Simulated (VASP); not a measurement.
Here is a VASP 6.6.1 calculation.

INCAR

```
SYSTEM = Ga3P2
PREC = Accurate
ENCUT = 520
EDIFF = 1E-7
ISMEAR = 0
SIGMA = 0.1
LREAL = .FALSE.
LASPH = .TRUE.
NELM = 80
ALGO = Normal
ISIF = 2
LWAVE = .FALSE.
LCHARG = .TRUE.
GGA = PE
LELF = .TRUE.
LVHAR = .TRUE.
NBANDS = 32
```

The input KPOINTS:

```
Automatic mesh
0
G
  12 12 6
  0 0 0
```

Contents of POSCAR:

```
Ga3P2
1.0
    4.2074157258      0.0000000000      0.0000000000
   -2.1037078629      3.6437289028      0.0000000000
    0.0000000000      0.0000000000      6.4941523762
Ga P
3 2
Direct
    0.0000000000      0.0000000000      0.0000000000
    0.3333333333      0.6666666667      0.6492511125
    0.6666666667      0.3333333333      0.3507488875
    0.3333333333      0.6666666667      0.2537277850
    0.6666666667      0.3333333333      0.7462722150
```

Potentials or basis: VASP PAW PBE potentials, release 64 (Ga_d, P).

Launch:

```console
$ cat potpaw_PBE.64/Ga_d/POTCAR potpaw_PBE.64/P/POTCAR > POTCAR
$ mpirun -np 1 vasp_std > vasp.out
```

(1) What does it give for the largest force?

(2) Predict the pressure.

Results:

(1) 0.010 eV/Å.

(2) 0.0 GPa.
